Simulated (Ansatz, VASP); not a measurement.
**Si5C4 in VASP and in Ansatz**

File INCAR:

```
SYSTEM = Si5C4
ALGO = Normal ; DIPOL = 0.5 0.5 0.372
EDIFF = 1E-7 ; ENCUT = 520
GGA = CA ; IDIPOL = 3
ISIF = 2 ; ISMEAR = 0
ISPIN = 2 ; LASPH = .TRUE.
LCHARG = .FALSE. ; LDIPOL = .TRUE.
LORBIT = 11 ; LREAL = .FALSE.
LWAVE = .FALSE. ; MAGMOM = 0 0 0 0 0 0 0 0 2
NBANDS = 32 ; NELM = 150
PREC = Accurate ; SIGMA = 0.05
```

The input KPOINTS:

```
k-points
0
G
  9 9 1
  0 0 0
```

Contents of POSCAR:

```
Si5C4
1.0
    3.0920147376      0.0000000000      0.0000000000
   -1.5460073688      2.6777633116      0.0000000000
    0.0000000000      0.0000000000     23.7337369325
C Si
4 5
Direct
    0.3333333333      0.6666666667      0.1685364598
    0.6666666667      0.3333333333      0.2754269373
    0.3333333333      0.6666666667      0.3835939576
    0.6666666667      0.3333333333      0.4915758428
    0.6666666667      0.3333333333      0.1950726408
    0.3333333333      0.6666666667      0.3019631184
    0.6666666667      0.3333333333      0.4085742396
    0.3333333333      0.6666666667      0.5154576781
    1.0000000000      1.0000000000      0.6116146423
```

Input for Ansatz:

```yaml
crystal:
  lattice:
    - [3.0920147376, 0.0, 0.0]
    - [-1.5460073688, 2.6777633116, 0.0]
    - [0.0, 0.0, 23.7337369325]
  atoms:
    - { symbol: C, position: [0.3333333333, 0.6666666667, 0.1685364598] }
    - { symbol: Si, position: [0.6666666667, 0.3333333333, 0.1950726408] }
    - { symbol: C, position: [0.6666666667, 0.3333333333, 0.2754269373] }
    - { symbol: Si, position: [0.3333333333, 0.6666666667, 0.3019631184] }
    - { symbol: C, position: [0.3333333333, 0.6666666667, 0.3835939576] }
    - { symbol: Si, position: [0.6666666667, 0.3333333333, 0.4085742396] }
    - { symbol: C, position: [0.6666666667, 0.3333333333, 0.4915758428] }
    - { symbol: Si, position: [0.3333333333, 0.6666666667, 0.5154576781] }
    - { symbol: Si, position: [1.0, 1.0, 0.6116146423], spin: 2.0 }
kpoints:
  mp_grid: { grid: [9, 9, 1] }
hamiltonian:
  xc: lda
  pseudopotentials: { kind: paw, azcp: { folder: soft_1 } }
scf:
  occupations: { method: gaussian, width: 0.05 }
output:
  forces: true
  eigenvalues: true
magnetization:
  spin_polarized: true
efield:
  axis: 3
  dipole_correction: true
  ramp_width: 0.04
```

Alike in both runs: task single point; functional LDA; k mesh 9 × 9 × 1; occupations gaussian, width 0.05 eV; collinear spin.

|  | VASP | Ansatz |
| --- | --- | --- |
| version | VASP 6.6.1 | Ansatz 0.2.0 |
| potentials or method | VASP PAW LDA potentials, release 64 (C, Si) | scalar-relativistic, plane waves, PAW |
| plane-wave cutoff (eV) | 520 | 420 |
| valence electrons in the cell | 36 | 36 |

VASP gave:

| Property | Result |
| --- | --- |
| gap on the k mesh at the Fermi level (eV) | none |
| rms of the force components (eV/Å) | 0.866 |
| net moment per atom (μB) | 0.10 |
| size of the moment on the site where the two differ most (μB) | 0.37 |

Q: What did Ansatz give for the same quantities?

A: gap on the k mesh at the Fermi level (eV): none; rms of the force components (eV/Å): 0.866; net moment per atom (μB): 0.10; size of the moment on the site where the two differ most (μB): 0.42.

Ansatz warns that its potentials were made for another functional, while VASP's fit it. LDA's correlation is that of Perdew and Zunger in VASP and of Perdew and Wang (1992) in Ansatz. Site moments also hang on the region over which each program counts them. A gap of «none» marks a metal or a gap that the smearing closes.
